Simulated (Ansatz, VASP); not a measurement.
## Ba: VASP beside Ansatz

```xyz
1
Lattice="0.0000 3.2327 3.2327 3.2327 0.0000 3.2327 3.2327 3.2327 0.0000" Properties=species:S:1:pos:R:3 pbc="T T T"
Ba    0.0000    0.0000    0.0000
```

Alike in both runs: functional PBEsol; k mesh 7 × 7 × 7; occupations fermi-dirac, width 0.05 eV; non-collinear spin, spin-orbit coupling.

|  | VASP | Ansatz |
| --- | --- | --- |
| version | VASP 6.6.1 | Ansatz 0.2.0 |
| potentials or method | VASP PAW PBE potentials, release 64 (Ba_sv) | Ansatz PAW |
| plane-wave cutoff (eV) | 520 | 420 |
| valence electrons in the cell | 10 | 10 |
| task | single point | band structure |

Ansatz gave:

| Item | Value |
| --- | --- |
| pressure (GPa) | -1.0 |
| net moment per atom (μB) | 0.00 |

What did VASP give for the same quantities?

Pressure (GPa): -0.9; net moment per atom (μB): 0.00.

VASP's potentials were made for PBE, not for PBEsol. The functional is the same, so the differences come from potentials, cutoffs and numerics.
